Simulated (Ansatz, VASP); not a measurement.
## Ba2Te2H: VASP beside Ansatz

```
CELL_PARAMETERS angstrom
6.23741 0.00000 0.00000
0.00000 6.23741 0.00000
0.00000 0.00000 5.01641
ATOMIC_POSITIONS crystal
Ba 0.50000 0.00000 0.77541
Ba 0.00000 0.50000 0.22459
Te 0.00000 0.00000 0.50000
Te 0.50000 0.50000 0.00000
H 0.00000 0.00000 0.00000
```

Change from the starting cell: ordered mixture with vacancies on the anion sites of fluorite (P-4m2, No. 115).

Alike in both runs: functional PBE; k mesh 4 × 4 × 2; occupations gaussian, width 0.1 eV; no spin polarisation.

Ansatz relaxed the structure, and its values are those at the end. VASP's run is a single point on that final structure, the one shown.

|  | VASP | Ansatz |
| --- | --- | --- |
| version | VASP 6.6.1 | Ansatz 0.2.0 |
| potentials or method | VASP PAW PBE potentials, release 64 (Ba_sv, Te, H), cutoff 520 eV | scalar-relativistic, plane waves, PAW |
| valence electrons in the cell | 33 | 53 |

```tsv
	VASP	Ansatz	Ansatz less VASP
gap on the k mesh at the Fermi level (eV)	none	none	-
pressure (GPa)	0.3	0.0	-0.31
rms of the force components (eV/Å)	0.004	0.001	-0.0038
```

A gap of «none» marks a metal or a gap that the smearing closes. The functional is the same, so the differences come from potentials, cutoffs and numerics. VASP's potentials hold 33 valence electrons a cell and Ansatz's 53, so a difference there can come from the potentials and not from the codes.

The k mesh is coarse, so the values compare programs but aren't converged. Neither program's run includes spin-orbit coupling.
